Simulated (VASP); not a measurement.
Wanted: the native input for a VASP 6.6.1 run.

```
Task                   : single point
Functional             : BLYP
Dispersion             : D3(BJ)
Potentials or basis    : VASP PAW PBE potentials, release 64 (Al, O)
Cutoff                 : 520 eV
k mesh                 : 10 × 10 × 4
Occupations            : fermi-dirac, width 0.05 eV
Spin                   : no spin polarisation
Dipole correction      : no
Further INCAR settings : ALGO = Normal; EDIFF = 1e-07; NBANDS = 20
```

The structure of Al2O3 lies in POSCAR:

```
Al2O3
1.0
    2.9968895977      0.0000000000      0.0000000000
   -1.4984447988      2.5953825239      0.0000000000
    0.0000000000      0.0000000000      7.2256513393
Al O
2 3
Direct
    0.0000000000      0.0000000000      0.7311189052
    0.0000000000      0.0000000000      0.2688810948
    0.0000000000      0.0000000000      0.5000000000
    0.6666666667      0.3333333333      0.8121247022
    0.3333333333      0.6666666667      0.1878752978
```

The input as run:

INCAR

```
PREC     = Accurate       # precision mode
ENCUT    = 520            # plane-wave cutoff, eV
EDIFF    = 1E-7           # SCF threshold, eV
ISMEAR   = -1             # smearing method
SIGMA    = 0.05           # smearing width, eV
LREAL    = False          # projectors in reciprocal space
LASPH    = True           # aspherical terms in the spheres
NELM     = 100            # most SCF steps
ALGO     = Normal         # electronic algorithm
ISIF     = 2              # what is computed and relaxed
LWAVE    = False          # write WAVECAR
LCHARG   = False          # write CHGCAR
GGA      = B5             # functional
ALDAX    = 1.0          
AGGAX    = 1.0          
AGGAC    = 1.0          
ALDAC    = 0.0          
IVDW     = 12             # dispersion correction
VDW_S6   = 1.0          
VDW_S8   = 2.6996       
VDW_A1   = 0.4298       
VDW_A2   = 4.2359       
NBANDS   = 20             # bands
```

KPOINTS

```
regular mesh
0
Gamma
  10 10 4
```

Potentials or basis: VASP PAW PBE potentials, release 64 (Al, O).

The run is started by

```console
$ cat potpaw_PBE.64/Al/POTCAR potpaw_PBE.64/O/POTCAR > POTCAR
$ mpirun -np 1 vasp_std > vasp.out
```

Results of the run:

```json
{
  "Pressure": "0.8 GPa",
  "Largest force": "0.114 eV/Å",
  "Band gap on the k mesh": "2.61 eV, direct",
  "Dispersion energy per atom": "-0.383 eV"
}
```

Caveat: the PAW data sets were made with another functional, which shifts forces and pressure a little.

Run time: 69 s on 1 thread of AMD EPYC 7R13 Processor (Zen 3) (shared host), peak memory 0.18 GiB.
